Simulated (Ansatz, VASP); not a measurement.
KF in VASP and in Ansatz

```
CELL_PARAMETERS angstrom
0.00000 2.67350 2.67350
2.67350 0.00000 2.67350
2.67350 2.67350 0.00000
ATOMIC_POSITIONS crystal
K 0.00000 0.00000 0.00000
F 0.50000 0.50000 0.50000
```

Alike in both runs: task single point; functional HSE06; k mesh 4 × 4 × 4; occupations gaussian, width 0.05 eV; no spin polarisation.

|  | VASP | Ansatz |
| --- | --- | --- |
| version | VASP 6.6.1 | Ansatz 0.2.0 |
| potentials or method | VASP PAW PBE potentials, release 64 (K_sv, F), cutoff 520 eV | scalar-relativistic, plane waves, PAW |
| valence electrons in the cell | 16 | 16 |

|  | VASP | Ansatz | Ansatz less VASP |
| --- | --- | --- | --- |
| gap on the k mesh at the Fermi level (eV) | 8.15 | 8.17 | +0.018 |
| least direct gap on the mesh (eV) | 8.15 | 8.17 | +0.018 |
| pressure (GPa) | 0.5 | 0.4 | -0.09 |

The functional is the same, so the differences come from potentials, cutoffs and numerics. Ansatz's warnings: stress exchange threshold loose, stress scf threshold loose.

The k mesh is coarse, so the values compare programs but aren't converged.
